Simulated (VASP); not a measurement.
A run of VASP 6.6.1 is set up as follows.

File INCAR:

```
ALGO     = Normal         # electronic algorithm
EDIFF    = 1E-6           # SCF threshold, eV
ENCUT    = 520            # plane-wave cutoff, eV
GGA      = PS             # functional
ISIF     = 2              # what is computed and relaxed
ISMEAR   = -1             # smearing method
ISPIN    = 2              # spin polarisation
LASPH    = True           # aspherical terms in the spheres
LCHARG   = False          # write CHGCAR
LDAU     = True           # DFT+U
LDAUJ    = 0            
LDAUL    = 2              # shell
LDAUPRINT= 1            
LDAUTYPE = 2            
LDAUU    = 4              # U, eV
LMAXMIX  = 4              # l up to which the mixer works
LORBIT   = 11             # projections on sites
LREAL    = False          # projectors in reciprocal space
LWAVE    = False          # write WAVECAR
MAGMOM   = 2              # initial moments
NBANDS   = 16             # bands
NELM     = 150            # most SCF steps
PREC     = Accurate       # precision mode
SIGMA    = 0.05           # smearing width, eV
```

KPOINTS

```
k-points
0
Gamma
  12 12 12
```

File POSCAR:

```
V
1.0
   -1.5143500000      1.5143500000      1.5143500000
    1.5143500000     -1.5143500000      1.5143500000
    1.5143500000      1.5143500000     -1.5143500000
V
1
Direct
    0.0000000000      0.0000000000      0.0000000000
```

Potentials or basis: VASP PAW PBE potentials, release 64 (V_sv).

Run with:

```bash
$ cat potpaw_PBE.64/V_sv/POTCAR > POTCAR
$ mpirun -np 1 vasp_std > vasp.out
```

(1) Estimate the net moment.

(2) Estimate the site moments.

(3) What does it give for the pressure?

Results:

(1) 0.95 μB per cell.

(2) V +0.85 μB.

(3) 5.0 GPa.

Caveat: the PAW data sets were made with another functional, which shifts forces and pressure a little; the U is typed as a test and isn't derived for this compound.
